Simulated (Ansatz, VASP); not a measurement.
# One calculation of LiF, two programs

```xyz
2
Lattice="0.0000 2.0644 2.0140 2.0140 0.0000 2.0140 2.0140 2.0644 0.0000" Properties=species:S:1:pos:R:3 pbc="T T T"
Li    0.0000    0.0000    0.0000
F     2.0140    2.0644    2.0140
```

Change from the starting cell: strain +0.0250 x Voigt [0, 1, 0, 0, 0, 0], atoms carried along.

Alike in both runs: task single point; functional PBE; k mesh 10 × 10 × 10; occupations gaussian, width 0.05 eV; no spin polarisation.

|  | VASP | Ansatz |
| --- | --- | --- |
| version | VASP 6.6.1 | Ansatz 0.2.0 |
| potentials or method | VASP PAW PBE potentials, release 64 (Li_sv, F), cutoff 520 eV | scalar-relativistic, plane waves, PAW |
| valence electrons in the cell | 10 | 10 |

```tsv
	VASP	Ansatz	Ansatz less VASP
gap on the k mesh at the Fermi level (eV)	8.83	8.84	+0.002
least direct gap on the mesh (eV)	8.83	8.84	+0.002
```

The functional is the same, so the differences come from potentials, cutoffs and numerics.

Noted on VASP's run: the cutoff is short for stress, so the pressure is rough.
